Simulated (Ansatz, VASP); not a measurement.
## Zn2S: VASP beside Ansatz

```xyz
9
Lattice="3.6655 0.0000 0.0000 0.0000 3.6655 0.0000 0.0000 0.0000 12.7910" Properties=species:S:1:pos:R:3 pbc="T T T"
Zn    1.8327    0.0000   11.3572
Zn    0.0000    1.8327    1.4338
Zn    1.8327    0.0000    6.9714
Zn    0.0000    1.8327    5.8196
Zn    1.8327    0.0000    4.3903
Zn    0.0000    1.8327    8.4007
S     0.0000    0.0000    0.0000
S     1.8327    1.8327    2.8767
S     1.8327    1.8327    9.9143
```

Alike in both runs: task relaxation of cell and atoms; functional PBE; k mesh 8 × 8 × 4; occupations gaussian, width 0.1 eV; no spin polarisation.

|  | VASP | Ansatz |
| --- | --- | --- |
| version | VASP 6.6.1 | Ansatz 0.2.0 |
| potentials or method | VASP PAW PBE potentials, release 64 (Zn, S), cutoff 600 eV | scalar-relativistic, plane waves, PAW |
| valence electrons in the cell | 90 | 90 |

|  | VASP | Ansatz | Ansatz less VASP |
| --- | --- | --- | --- |
| gap on the k mesh at the Fermi level, each at its own relaxed structure (eV) | none | none | - |
| relaxed volume (Å³/atom) | 19.14 | 19.09 | -0.041 |
| relaxed length of the cell vector where the two differ most in proportion (Å) | 12.800 | 12.790 | -0.0097 |

A gap of «none» marks a metal or a gap that the smearing closes.
